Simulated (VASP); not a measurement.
# Rh (R3m) in VASP: single point with PBEsol

Aim: the single point of Rh with PBEsol.

All numbers are computed with VASP 6.6.1; they aren't measurements. Logs are shortened: lines on timing, memory, paths and dates and some standing lists are left out, and cuts for length are marked.

**1. The cell of the first run**

Symmetry: R3m, No. 160, trigonal system. The conventional cell has a = 2.676 Å, b = 2.676 Å, c = 52.365 Å, α = 90.00°, β = 90.00°, γ = 120.00°. Within 3.5 Å of Rh (site symmetry 3m) lie 12 Rh at 2.67 to 2.68 Å. Within 2.9 Å of Rh (site symmetry 3m) lie 10 Rh at 2.18 to 2.68 Å. Rh (site symmetry 3m) has 12 Rh at 2.67 to 2.68 Å within 3.5 Å. Rh (site symmetry 3m) has 12 Rh at 2.67 to 2.68 Å within 3.5 Å. Within 3.5 Å of Rh (site symmetry 3m) lie 12 Rh at 2.67 to 2.68 Å. Rh (site symmetry 3m) has 12 Rh at 2.67 to 2.68 Å within 3.5 Å. Rh (site symmetry 3m) has 10 Rh at 2.18 to 2.68 Å within 2.9 Å. Rh (site symmetry 3m) has 12 Rh at 2.67 to 2.68 Å within 3.5 Å.

**2. Single point, PBEsol (the part above a cut slid along it)**

Contents of INCAR:

```
SYSTEM = Rh
ALGO = Normal ; EDIFF = 1E-6
ENCUT = 500 ; GGA = PS
GGA_COMPAT = .False. ; ISIF = 2
ISMEAR = 0 ; ISYM = 0
KPAR = 4 ; LASPH = .True.
LCHARG = .False. ; LREAL = .False.
LWAVE = .False. ; NBANDS = 70
NELM = 120 ; PREC = Accurate
SIGMA = 0.15
```

Contents of KPOINTS:

```
k-points
0
Gamma
  16 16 3
  0 0 0
```

Contents of POSCAR:

```
Rh
1.0
   -2.6755648902      0.0000000000      0.0000000000
   -1.3377824451     -2.3171071644      0.0000000000
   -2.6755648902     -1.5447381096     17.4550219417
Rh
8
Direct
   -0.3750000000      0.6250000000      0.5625000000
   -0.0416666667      0.9583333333      0.0625000000
   -0.1250000000     -0.1250000000      0.6875000000
    0.2083333333      0.2083333333      0.1875000000
   -0.5416666667     -0.5416666667      0.8125000000
   -0.2083333333     -0.2083333333      0.3125000000
    0.0416666667      0.0416666667      0.9375000000
    0.3750000000      0.3750000000      0.4375000000
```

Potentials or basis: VASP PAW PBE potentials, release 64 (Rh_pv).

Started as:

```bash
$ cat potpaw_PBE.64/Rh_pv/POTCAR > POTCAR
$ mpirun -np 4 vasp_std > vasp.out
```

OUTCAR:

```text
SYSTEM = Rh
   EDIFF = 1E-6
   ENCUT = 500
   GGA = PS
   ISIF = 2
   ISMEAR = 0
   ISYM = 0
   LASPH = .True.
   LREAL = .False.
   NELM = 120
   PREC = Accurate

 ion  position               nearest neighbor table
   1  0.625  0.625  0.562-   8 2.67   3 2.67   8 2.67   3 2.67   3 2.67   8 2.67
   2  0.958  0.958  0.062-   7 2.18   4 2.67   4 2.67   4 2.67
   3  0.875  0.875  0.688-   5 2.67   5 2.67   1 2.67   1 2.67   1 2.67   5 2.67
   4  0.208  0.208  0.188-   6 2.67   2 2.67   2 2.67   2 2.67   6 2.67   6 2.67
   5  0.458  0.458  0.812-   7 2.67   3 2.67   3 2.67   3 2.67   7 2.67   7 2.67
   6  0.792  0.792  0.312-   4 2.67   8 2.67   8 2.67   8 2.67   4 2.67   4 2.67
   7  0.042  0.042  0.938-   2 2.18   5 2.67   5 2.67   5 2.67
   8  0.375  0.375  0.438-   6 2.67   6 2.67   1 2.67   1 2.67   1 2.67   6 2.67

IMPORTANT INFORMATION: All symmetrisations will be switched off!
NOSYMM: (Re-)initialisation of all symmetry stuff for point group C_1.

----------------------------------------------------------------------------------------

                                     Primitive cell

  volume of cell :     108.2136

  direct lattice vectors                    reciprocal lattice vectors
    -2.675564890  0.000000000  0.000000000    -0.373752849  0.215786308 -0.038193402
    -1.337782445 -2.317107164  0.000000000     0.000000000 -0.431572616 -0.038193402
    -2.675564890 -1.544738110 17.455021942     0.000000000  0.000000000  0.057290103

  length of vectors
     2.675564890  2.675564890 17.726326588     0.433259343  0.433259343  0.057290103

  position of ions in fractional coordinates (direct lattice)
     0.625000000  0.625000000  0.562500000
     0.958333333  0.958333333  0.062500000
     0.875000000  0.875000000  0.687500000
     0.208333333  0.208333333  0.187500000
     0.458333333  0.458333333  0.812500000
     0.791666667  0.791666667  0.312500000
     0.041666667  0.041666667  0.937500000
     0.375000000  0.375000000  0.437500000

  ion indices of the primitive-cell ions
   primitive index   ion index
                 1           1
                 2           2
                 3           3
                 4           4
                 5           5
                 6           6
                 7           7
                 8           8

----------------------------------------------------------------------------------------

 KPOINTS: k-points

Automatic generation of k-mesh.
 Grid dimensions read from file:
 generate k-points for:   16   16    3

 Generating k-lattice:

  Cartesian coordinates                     Fractional coordinates (reciprocal lattice)
    -0.023359553  0.013486644 -0.002387088     0.062500000  0.000000000  0.000000000
     0.000000000 -0.026973288 -0.002387088     0.000000000  0.062500000  0.000000000
     0.000000000  0.000000000  0.019096701     0.000000000  0.000000000  0.333333333

  Length of vectors
     0.027078709  0.027078709  0.019096701

  Shift w.r.t. Gamma in fractional coordinates (k-lattice)
     0.000000000  0.000000000  0.000000000

 -----------------------------------------------------------------------------
|                                                                             |
|           W    W    AA    RRRRR   N    N  II  N    N   GGGG   !!!           |
|           W    W   A  A   R    R  NN   N  II  NN   N  G    G  !!!           |
|           W    W  A    A  R    R  N N  N  II  N N  N  G       !!!           |
|           W WW W  AAAAAA  RRRRR   N  N N  II  N  N N  G  GGG   !            |
|           WW  WW  A    A  R   R   N   NN  II  N   NN  G    G                |
|           W    W  A    A  R    R  N    N  II  N    N   GGGG   !!!           |
|                                                                             |
|     Your reciprocal lattice and k-lattice belong to different lattice       |
|     classes:                                                                |
|                                                                             |
|        The reciprocal lattice is rhombohedral (trigonal),                   |
|        whereas your k-lattice is base-centered monoclinic.                  |
|                                                                             |
|     Results are often still useful ...                                      |
|                                                                             |
 -----------------------------------------------------------------------------

 WARNING: IBZKPT: internal override: KBLOWUP is changed to .FALSE.
      ... skipping the blow-up phase ...

 Subroutine IBZKPT returns following result:
 ===========================================

 Found    386 irreducible k-points:

 Following reciprocal coordinates:
            Coordinates               Weight
  0.000000  0.000000  0.000000      1.000000
  0.062500  0.000000 -0.000000      2.000000
  0.125000  0.000000 -0.000000      2.000000
  0.187500 -0.000000 -0.000000      2.000000
  0.250000  0.000000 -0.000000      2.000000
  0.312500  0.000000 -0.000000      2.000000
[... 16 lines left out ...]
 -0.187500  0.062500  0.000000      2.000000
 -0.125000  0.062500  0.000000      2.000000
 [... further k-points ...]
   k-points           NKPTS =    386   k-points in BZ     NKDIM =    386   number of bands    NBANDS=     70
   number of dos      NEDOS =    301   number of ions     NIONS =      8
   total plane-waves  NPLWV =  56000
   dimension x,y,z NGX =    20 NGY =   20 NGZ =  140
   dimension x,y,z NGXF=    40 NGYF=   40 NGZF=  280
   ions per type =               8
   NGX,Y,Z   is equivalent  to a cutoff of  12.43, 12.43, 13.13 a.u.
   NGXF,Y,Z  is equivalent  to a cutoff of  24.85, 24.85, 26.26 a.u.
 SYSTEM =  Rh
   PREC   = accura    normal or accurate (medium, high low for compatibility)
   ISTART =      0    job   : 0-new  1-cont  2-samecut
   ICHARG =      2    charge: 1-file 2-atom 10-const
   ISPIN  =      1    spin polarized calculation?
   LNONCOLLINEAR =      F non collinear calculations
   LSORBIT =      F    spin-orbit coupling
   LASPH  =      T    aspherical Exc in radial PAW
   ENCUT  =  500.0 eV  36.75 Ry    6.06 a.u.   4.88  4.88 32.32*2*pi/ulx,y,z
   NELM   =    120;   NELMIN=  2; NELMDL= -5     # of ELM steps
   EDIFF  = 0.1E-05   stopping-criterion for ELM
   LREAL  =      F    real-space projection
   EDIFFG = 0.1E-04   stopping-criterion for IOM
   NSW    =      0    number of steps for IOM
   IBRION =     -1    ionic relax: 0-MD 1-quasi-New 2-CG
   NFREE  =      0    steps in history (QN), initial steepest desc. (CG)
   ISIF   =      2    stress and relaxation
   ISYM   =      0    0-nonsym 1-usesym 2-fastsym
   POTIM  = 0.5000    time-step for ionic-motion
   TEBEG  =    0.0;   TEEND  =   0.0 temperature during run
   PSTRESS=    0.0 pullay stress
   NELECT =     120.0000    total number of electrons
   NUPDOWN=      -1.0000    fix difference up-down
   EMIN   =  10.00;   EMAX   =-10.00  energy-range for DOS
   EFERMI =   0.00;   METHOD = LEGACY
   ISMEAR =     0;   SIGMA  =   0.15  broadening in eV -4-tet -1-fermi 0-gaus
   EFERMI_NEDOS =   21; number of points for ismear=-14 and -15
   IALGO  =     38    algorithm
   IMIX   =      4    mixing-type and parameters
     AMIX     =   0.40;   BMIX     =  1.00
     AMIX_MAG =   1.60;   BMIX_MAG =  1.00
  volume/ion in A,a.u.               =      13.53        91.28
  Fermi-wavevector in a.u.,A,eV,Ry     =   1.694499  3.202138 39.066761  2.871326
  Thomas-Fermi vector in A             =   2.775713
   LORBIT       =      0    0 simple, 1 ext, 2 COOP (PROOUT), +10 PAW based schemes
   GGA     = PS    functional components
   LHFCALC =     F    Hartree Fock is set to
   AEXX    =    0.0000 exact exchange contribution
   IVDW    =     0    specifies the selected vdW correction
   LEPSILON=     F    determine dielectric tensor
   LRPA    =     F    only Hartree local field effects (RPA)
 non-spin polarized calculation
 Gauss-broadening in eV      SIGMA  =   0.15
  energy-cutoff  :      500.00
  volume of cell :      108.21
 maximum number of plane-waves:      2797
   NGX =  9   NGY =  9   NGZ = 65

 number of electron     120.0000026 magnetization

 Free energy of the ion-electron system (eV)
  ---------------------------------------------------
  ext. energy  EPLUGINS =         0.00000000
  ---------------------------------------------------
  free energy    TOTEN  =       -64.15029644 eV

  energy without entropy =      -64.02219946  energy(sigma->0) =      -64.08624795

 E-fermi :  12.1119     XC(G=0): -14.3079

 val. band max:       12.1118354000   @ k =   0.3750  -0.0000   0.3333
 cond. band min:      12.1128347179   @ k =   0.2500   0.0625  -0.0000
 fundamental gap:      0.0009993180
 Fermi energy:        12.1119298946

 k-point     1 :       0.0000    0.0000    0.0000
  band No.  band energies     occupation
      1     -35.7382      2.00000
      2     -35.0139      2.00000
      3     -34.9203      2.00000
      4     -34.7179      2.00000
      5     -34.6457      2.00000
      6     -34.4315      2.00000
[... 62 lines left out ...]
     69      12.4404      0.00196
     70      12.6903      0.00000

 k-point     2 :       0.0625    0.0000   -0.0000
  band No.  band energies     occupation
      1     -35.7338      2.00000
      2     -35.0058      2.00000
      3     -34.9132      2.00000
      4     -34.7202      2.00000
      5     -34.6449      2.00000
      6     -34.4569      2.00000
[... 62 lines left out ...]
     69      12.4558      0.00119
     70      12.7002      0.00000

 k-point     3 :       0.1250    0.0000   -0.0000
  band No.  band energies     occupation
      1     -35.7213      2.00000
      2     -34.9826      2.00000
      3     -34.8937      2.00000
      4     -34.7282      2.00000
      5     -34.6483      2.00000
      6     -34.5239      2.00000
[... 1522 lines left out ...]
     69      13.0809      0.00000
     70      14.8291      0.00000

 k-point    24 :      -0.1250    0.0625    0.0000
  band No.  band energies     occupation
      1     -35.7097      2.00000
      2     -34.9600      2.00000
      3     -34.8792      2.00000
      4     -34.7334      2.00000
      5     -34.6662      2.00000
      6     -34.5802      2.00000
[... 62 lines left out ...]
     69      12.7828      0.00000
     70      13.9604      0.00000

 [... further k-points ...]
[... 5 lines left out ...]
  --------------------------------------------------------------------------------------
  -------------------------------------------------------------------------------------
  Total        0.6010943      0.6049305      8.8598141     -0.0033173      0.0009248      0.0016008
  in kB        8.8996146      8.9564120    131.1756380     -0.0491153      0.0136917      0.0237006
  external PRESSURE =      49.6772215 kB  Pullay stress =       0.0000000 kB

 VOLUME and BASIS-vectors are now :
 -----------------------------------------------------------------------------
  energy-cutoff  :      500.00
  volume of cell :      108.21
      direct lattice vectors                 reciprocal lattice vectors
    -2.675564890  0.000000000  0.000000000    -0.373752849  0.215786308 -0.038193402
    -1.337782445 -2.317107164  0.000000000     0.000000000 -0.431572616 -0.038193402
    -2.675564890 -1.544738110 17.455021942     0.000000000  0.000000000  0.057290103

 POSITION                                       TOTAL-FORCE (eV/Angst)
 -----------------------------------------------------------------------------------
     -4.01335     -2.31711      9.81845        -0.000126     -0.000073     -0.010402
     -4.01335     -2.31711      1.09094        -0.000351     -0.000202      4.132794
     -5.35113     -3.08948     12.00033        -0.000031     -0.000018     -0.152798
     -1.33778     -0.77237      3.27282         0.000229      0.000132      0.029000
     -4.01335     -2.31711     14.18221         0.000150      0.000087      0.214045
     -4.01335     -2.31711      5.45469         0.000139      0.000081     -0.016200
     -2.67556     -1.54474     16.36408         0.000153      0.000088     -4.159726
     -2.67556     -1.54474      7.63657        -0.000163     -0.000094     -0.036714
 -----------------------------------------------------------------------------------
    total drift:                               -0.000054     -0.000031      0.000178

  FREE ENERGIE OF THE ION-ELECTRON SYSTEM (eV)
  ---------------------------------------------------
  free  energy   TOTEN  =       -64.1502964358 eV

  energy  without entropy=      -64.0221994585  energy(sigma->0) =      -64.08624795
```

It took 11 min on 4 MPI ranks of Intel Xeon 6975P-C (Granite Rapids), shared host; peak memory 1.6 GiB.

Results:

```yaml
Free_energy: -64.1503 eV
Pressure: 5.0 GPa
Largest_force: 4.160 eV/Å
Band_gap_on_the_k_mesh: zero (bands 60 and 61 overlap by 2.04 eV)
```

Forces in eV/Å, atoms in the order of the input:
```
Rh   0.000  0.000 -0.010
Rh   0.000  0.000  4.133
Rh   0.000  0.000 -0.153
Rh   0.000  0.000  0.029
Rh   0.000  0.000  0.214
Rh   0.000  0.000 -0.016
Rh   0.000  0.000 -4.160
Rh   0.000  0.000 -0.037
```

Caveat: the cell differs from its parent crystal (the part above a cut slid along it); the stress differs along the axes, from 1 to 13 GPa; the PAW data sets were made with another functional, which shifts forces and pressure a little.
